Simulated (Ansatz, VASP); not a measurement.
**Two plane-wave programs on AlN**

```
Al N
1.0
     0.00000    1.96900    1.96900
     1.96900    0.00000    1.96900
     1.96900    1.96900    0.00000
Al N
1 1
Direct
  0.00000 0.00000 0.00000
  0.50000 0.50000 0.50000
```

Alike in both runs: task single point; functional PBE; k mesh 10 × 10 × 10; no spin polarisation.

|  | VASP | Ansatz |
| --- | --- | --- |
| version | VASP 6.6.1 | Ansatz 0.2.0 |
| potentials or method | VASP PAW PBE potentials, release 64 (Al, N) | plane waves, PAW |
| plane-wave cutoff (eV) | 600 | 420 |
| occupations | gaussian, width 0.01 eV | fixed |
| valence electrons in the cell | 8 | 8 |

|  | VASP | Ansatz | Ansatz less VASP |
| --- | --- | --- | --- |
| gap on the k mesh at the Fermi level (eV) | 5.16 | 5.14 | -0.013 |
